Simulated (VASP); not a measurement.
ReSb2: single point with PBE

Crystal: ReSb2.

```xyz
3
Lattice="4.5144 0.0000 0.0000 0.0000 4.5144 0.0000 0.0000 0.0000 6.3843" Properties=species:S:1:pos:R:3 pbc="T T T"
Re    0.0000    0.0000    0.0000
Sb    2.2572    0.0000    1.5961
Sb    0.0000    2.2572    4.7883
```

This cell differs from its parent crystal: atoms taken out.

```
Program             : VASP 6.6.1
Task                : single point
Functional          : PBE
Potentials or basis : VASP PAW PBE potentials, release 64 (Re, Sb)
Cutoff              : 520 eV
k mesh              : 4 × 4 × 4
Occupations         : gaussian, width 0.1 eV
Spin                : no spin polarisation
```

```yaml
Pressure: -8.7 GPa
Largest_force: 1.685 eV/Å
Band_gap_on_the_k_mesh: zero (an odd number of electrons rules out a gap without spin polarisation)
```

Forces in eV/Å, atoms in the order of the input:
```
Re   0.000  0.000  0.000
Sb   0.000  0.000 -1.685
Sb   0.000  0.000  1.685
```

Stress tensor (GPa, compression positive):
```
-9.36  0.00  0.00
 0.00 -9.36  0.00
 0.00  0.00 -7.36
```

Levels at points of the mesh, in eV from the Fermi level:
```tsv
k point	band 6	band 7	band 8	band 9	band 10	band 11	band 12	band 13
(0.00, 0.00, 0.00)	-1.41	-0.07	0.00	0.17	0.17	2.72	3.62	3.62
(0.50, 0.00, 0.00)	-1.79	-0.89	-0.62	-0.03	1.36	1.42	2.11	2.40
(0.50, 0.50, 0.00)	-0.68	-0.68	-0.09	0.34	0.37	0.37	0.96	1.08
(0.00, 0.00, 0.50)	-1.89	-0.07	0.09	0.48	0.48	2.33	3.05	3.05
(0.50, 0.00, 0.50)	-1.65	-0.87	-0.56	-0.09	1.95	2.05	2.49	2.63
(0.50, 0.50, 0.50)	-0.66	-0.51	-0.51	-0.06	-0.02	-0.02	0.48	1.84
```

Wall time 20 s on 1 thread of Intel(R) Xeon(R) 6975P-C (Granite Rapids), with other jobs on the host, peak memory 0.25 GiB.

Caveat: the cell differs from its parent crystal (atoms taken out); the cell stands under tension; spin-orbit coupling is left out, which moves the levels of the heavy elements; forces of over 1 eV/Å act on the atoms, so gaps and moduli don't describe the material at rest.
